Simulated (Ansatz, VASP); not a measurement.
# HfSiO4: VASP beside Ansatz

The input INCAR:

```
SYSTEM = HfSiO4
  PREC = Accurate
  ENCUT = 520
  EDIFF = 1E-8
  ISMEAR = -1
  SIGMA = 0.02
  LREAL = .FALSE.
  LASPH = .TRUE.
  NELM = 100
  ALGO = Normal
  ISIF = 2
  LWAVE = .FALSE.
  LCHARG = .FALSE.
  GGA = PE
  LEFG = .TRUE.
  NBANDS = 50
```

File KPOINTS:

```
regular mesh
0
G
  5 5 5
  0 0 0
```

The input POSCAR:

```
HfSiO4
1.0
   -3.2862500000      3.2862500000      2.9816000000
    3.2862500000     -3.2862500000      2.9816000000
    3.2862500000      3.2862500000     -2.9816000000
Hf Si O
2 2 8
Direct
    0.7500000000      0.2500000000      0.5000000000
    0.0000000000      0.0000000000      0.0000000000
    0.2500000000      0.7500000000      0.5000000000
    0.5000000000      0.5000000000      0.0000000000
    0.1340001033      0.3192779115      0.8147221918
    0.0692779115      0.7545557197      0.6852778082
    0.5045557197      0.3192779115      0.1852778082
    0.0692779115      0.3840001033      0.3147221918
    0.6159998967      0.9307220885      0.6852778082
    0.6974916082      0.8827694164      0.1852778082
    0.2454442803      0.9307220885      0.3147221918
    0.6807220885      0.4954442803      0.8147221918
```

Input for Ansatz:

```yaml
crystal:
  lattice:
    - [-3.28625, 3.28625, 2.9816]
    - [3.28625, -3.28625, 2.9816]
    - [3.28625, 3.28625, -2.9816]
  atoms:
    - { symbol: Hf, position: [0.75, 0.25, 0.5] }
    - { symbol: Hf, position: [0.0, 0.0, 0.0] }
    - { symbol: Si, position: [0.25, 0.75, 0.5] }
    - { symbol: Si, position: [0.5, 0.5, 0.0] }
    - { symbol: O, position: [0.1340001033, 0.3192779115, 0.8147221918] }
    - { symbol: O, position: [0.0692779115, 0.7545557197, 0.6852778082] }
    - { symbol: O, position: [0.5045557197, 0.3192779115, 0.1852778082] }
    - { symbol: O, position: [0.0692779115, 0.3840001033, 0.3147221918] }
    - { symbol: O, position: [0.6159998967, 0.9307220885, 0.6852778082] }
    - { symbol: O, position: [0.6974916082, 0.8827694164, 0.1852778082] }
    - { symbol: O, position: [0.2454442803, 0.9307220885, 0.3147221918] }
    - { symbol: O, position: [0.6807220885, 0.4954442803, 0.8147221918] }
kpoints:
  mp_grid: { grid: [5, 5, 5] }
scf:
  occupations: { method: fermi_dirac, width: 0.02 }
hamiltonian:
  xc: pbe
  pseudopotentials: { kind: paw, frozen_core: stored }
output:
  forces: true
  stress: true
  populations: true
  efg: { quadrupole_moments_barn: { Hf: 3.365, O: -0.02558 } }
  write_density: true
  write_potential: true
  elf: true
  volumetric_format: npy
```

Alike in both runs: task electric field gradients; functional PBE; k mesh 5 × 5 × 5; occupations fermi-dirac, width 0.02 eV; no spin polarisation.

```csv
,VASP,Ansatz
version,VASP 6.6.1,Ansatz 0.2.0
potentials or method,"VASP PAW PBE potentials, release 64 (Hf_pv, Si, O)","plane-wave PAW, scalar-relativistic"
plane-wave cutoff (eV),520,420
valence electrons in the cell,76,108
```

|  | VASP | Ansatz | Ansatz less VASP |
| --- | --- | --- | --- |
| gap on the k mesh at the Fermi level (eV) | 5.45 | 5.50 | +0.055 |
| pressure (GPa) | 5.2 | 6.9 | +1.74 |
| traceless stress, the component that is largest in VASP (GPa) | -1.28 | -1.30 | -0.016 |
| rms of the force components (eV/Å) | 0.407 | 0.433 | +0.0262 |
| size of Vzz on the site where it differs most (V/Å²) | 135.1 | 150.3 | +15.21 |

Atom by atom the forces differ by 0.091 eV/Å (rms over components). VASP's potentials hold 76 valence electrons a cell and Ansatz's 108, so a difference there can come from the potentials and not from the codes.

Neither program's run includes spin-orbit coupling.
